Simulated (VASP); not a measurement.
LuPd:

```xyz
2
Lattice="3.4150 0.0000 0.0000 0.0000 3.4150 0.0000 0.0000 0.0000 3.4150" Properties=species:S:1:pos:R:3 pbc="T T T"
Lu    0.0000    0.0000    0.0000
Pd    1.7075    1.7075    1.7075
```

- Program: VASP 6.6.1
- Task: relaxation of cell and atoms
- Functional: PBEsol
- Potentials or basis: VASP PAW PBE potentials, release 64 (Lu, Pd)
- Cutoff: 600 eV
- k mesh: 12 × 12 × 12
- Occupations: fermi-dirac, width 0.05 eV
- Spin: no spin polarisation

At the start: pressure -2.2 GPa; volume 19.91 Å³/atom.

Problem. Where does the relaxation end?

Solution. Over 3 steps the energy falls by 2.6 meV/atom and the volume is 19.54 Å³/atom (-1.9 %); space group Pm-3m (No. 221, to 0.05 Å).

The path:
```
step  energy change (eV)  largest force (eV/Å)  pressure (GPa)  volume (Å³)
   1              0.0000                0.0000           -2.16        39.83
   2              0.0001                0.0000            2.16        38.30
   3             -0.0052                0.0000           -0.03        39.07
```

Final structure:
```xyz
2
Lattice="3.3933 0.0000 0.0000 0.0000 3.3933 0.0000 0.0000 0.0000 3.3933" Properties=species:S:1:pos:R:3 pbc="T T T"
Lu    0.0000    0.0000    0.0000
Pd    1.6966    1.6966    1.6966
```

Caveat: the PAW data sets were made with another functional, which shifts forces and pressure a little.
